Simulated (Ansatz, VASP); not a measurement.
# SiC: VASP beside Ansatz

```
Si C
1.0
    -0.01744    2.19433    2.19433
     2.19433   -0.01744    2.19433
     2.19433    2.19433   -0.01744
Si C
1 1
Direct
  0.99965 0.99965 0.99965
  0.25035 0.25035 0.25035
```

Change from the starting cell: strained cell.

Alike in both runs: functional PBE; k mesh 9 × 9 × 9; occupations gaussian, width 0.02 eV; no spin polarisation.

Ansatz relaxed the structure, and its values are those at the end. VASP's run is a single point on that final structure, the one shown.

|  | VASP | Ansatz |
| --- | --- | --- |
| version | VASP 6.6.1 | Ansatz 0.2.0 |
| potentials or method | VASP PAW PBE potentials, release 64 (Si, C), cutoff 600 eV | scalar-relativistic, plane waves, PAW |
| valence electrons in the cell | 8 | 8 |

|  | VASP | Ansatz | Ansatz less VASP |
| --- | --- | --- | --- |
| gap on the k mesh at the Fermi level (eV) | 1.45 | 1.46 | +0.002 |
| least direct gap on the mesh (eV) | 4.51 | 4.52 | +0.003 |
| pressure (GPa) | -3.8 | -3.7 | +0.17 |

Ansatz's warnings: stress scf threshold loose.
